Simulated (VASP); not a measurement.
Here is a VASP 6.6.1 calculation.

INCAR

```
SYSTEM = LiF
  ALGO = Normal
  EDIFF = 1E-7
  ENCUT = 520
  GGA = PE
  ISIF = 2
  ISMEAR = 0
  LASPH = .True.
  LCHARG = .False.
  LREAL = .False.
  LWAVE = .False.
  NBANDS = 12
  NELM = 80
  PREC = Accurate
  SIGMA = 0.05
```

KPOINTS

```
k-points
0
Gamma
  10 10 10
  0 0 0
```

File POSCAR:

```
LiF
1.0
    0.0000000000      2.0140000000      2.0140000000
    2.2782368000      0.0000000000      2.0140000000
    2.2782368000      2.0140000000      0.0000000000
Li F
1 1
Direct
    0.0000000000      0.0000000000      0.0000000000
    0.5000000000      0.5000000000      0.5000000000
```

Potentials or basis: VASP PAW PBE potentials, release 64 (Li_sv, F).

The run is started by

```console
$ cat potpaw_PBE.64/Li_sv/POTCAR potpaw_PBE.64/F/POTCAR > POTCAR
$ mpirun -np 1 vasp_std > vasp.out
```

(1) Estimate the band gap on the k mesh.

Answers

(1) 7.96 eV, direct.

Caveat: the cell differs from its parent crystal (strain +0.1312 x Voigt [1, 0, 0, 0, 0, 0]).
